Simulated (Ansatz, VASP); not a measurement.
**One calculation of B, two programs**

Contents of INCAR:

```
SYSTEM = B
PREC = Accurate
ENCUT = 520
EDIFF = 1E-6
ISMEAR = -1
SIGMA = 0.1
LREAL = .FALSE.
LASPH = .TRUE.
NELM = 80
ALGO = Normal
ISIF = 2
LWAVE = .FALSE.
LCHARG = .TRUE.
LELF = .TRUE.
LVHAR = .TRUE.
NBANDS = 10
```

File KPOINTS:

```
regular mesh
0
G
  22 22 13
  0 0 0
```

POSCAR

```
B
1.0
   -2.3948923326      2.5753186833      0.7755261590
    2.5753186833     -2.3948923326      0.7755261590
    1.9130602209      1.9130602209     -0.4450749672
B
2
Direct
    0.0679677043      0.9320322957      0.0000000000
    0.6820322957      0.3179677043      0.5000000000
```

Input for Ansatz:

```yaml
crystal:
  lattice:
    - [-2.3948923326, 2.5753186833, 0.775526159]
    - [2.5753186833, -2.3948923326, 0.775526159]
    - [1.9130602209, 1.9130602209, -0.4450749672]
  atoms:
    - { symbol: B, position: [0.0679677043, 0.9320322957, 0.0] }
    - { symbol: B, position: [0.6820322957, 0.3179677043, 0.5] }
hamiltonian:
  xc: lda
  pseudopotentials:
    kind: paw
    azcp:
      B: "pseudopotentials/B.paw.azcp"
basis:
  ecutwfc: 420
  fft_grid_basis: typed
kpoints:
  mp_grid: { grid: [22, 22, 13], shift: [0, 0, 0] }
magnetization:
  spin_polarized: false
scf:
  occupations: { method: fermi_dirac, width: 0.1 }
  lower_state_search: "off"
output:
  stress: true
  write_density: true
  write_potential: true
  elf: true
  volumetric_format: npy
```

Alike in both runs: task single point; functional LDA; k mesh 22 × 22 × 13; occupations fermi-dirac, width 0.1 eV; no spin polarisation.

|  | VASP | Ansatz |
| --- | --- | --- |
| version | VASP 6.6.1 | Ansatz 0.2.0 |
| potentials or method | VASP PAW LDA potentials, release 64 (B), cutoff 520 eV | plane waves (420 eV) with PAW, scalar-relativistic |
| valence electrons in the cell | 6 | 6 |

|  | VASP | Ansatz | Ansatz less VASP |
| --- | --- | --- | --- |
| pressure (GPa) | 19.9 | 19.7 | -0.18 |
| traceless stress, the component that is largest in VASP (GPa) | 16.41 | 16.39 | -0.023 |

Ansatz warns that its potentials were made for another functional, while VASP's fit it. LDA's correlation is that of Perdew and Zunger in VASP and of Perdew and Wang (1992) in Ansatz. Ansatz's warnings: structure snapped to symmetry.
